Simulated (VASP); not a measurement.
LiH:

```
Li H
1.0
     0.00000    2.03675    2.03675
     2.03675    0.00000    2.03675
     2.03675    2.03675    0.00000
Li H
1 1
Cartesian
  0.0000 0.0000 0.0000
  2.0368 2.0368 2.0368
```

| Quantity | Value |
| --- | --- |
| Program | VASP 6.6.1 |
| Task | relaxation of cell and atoms |
| Functional | r2SCAN |
| Potentials or basis | VASP PAW PBE potentials, release 64 (Li_sv, H) |
| Cutoff | 600 eV |
| k mesh | 12 × 12 × 12 |
| Occupations | fermi-dirac, width 0.02 eV |
| Spin | no spin polarisation |

At the start: pressure -1.9 GPa; volume 8.45 Å³/atom.

Task: Where does the relaxation end?

Result: Over 5 steps the energy falls by 3.0 meV/atom and the volume is 7.96 Å³/atom (-5.7 %); space group Fm-3m (No. 225, to 0.05 Å).

Step by step:
```tsv
step	energy change (eV)	largest force (eV/Å)	pressure (GPa)	volume (Å³)
1	0.0000	0.0000	-1.94	16.90
2	-0.0026	0.0000	-1.36	16.65
3	-0.0054	0.0000	-0.71	16.22
4	-0.0037	0.0000	1.50	15.37
5	-0.0061	0.0000	-0.06	15.93
```

Final structure:
```
Li H
1.0
     0.00000    1.99708    1.99708
     1.99708    0.00000    1.99708
     1.99708    1.99708    0.00000
Li H
1 1
Direct
  0.00000 0.00000 0.00000
  0.50000 0.50000 0.50000
```

Caveat: the cutoff is under 1.25 times the usual one of these potentials, so pressure, stress and relaxed cells hold a basis-set (Pulay) error; the PAW data sets were made with another functional, which shifts forces and pressure a little.
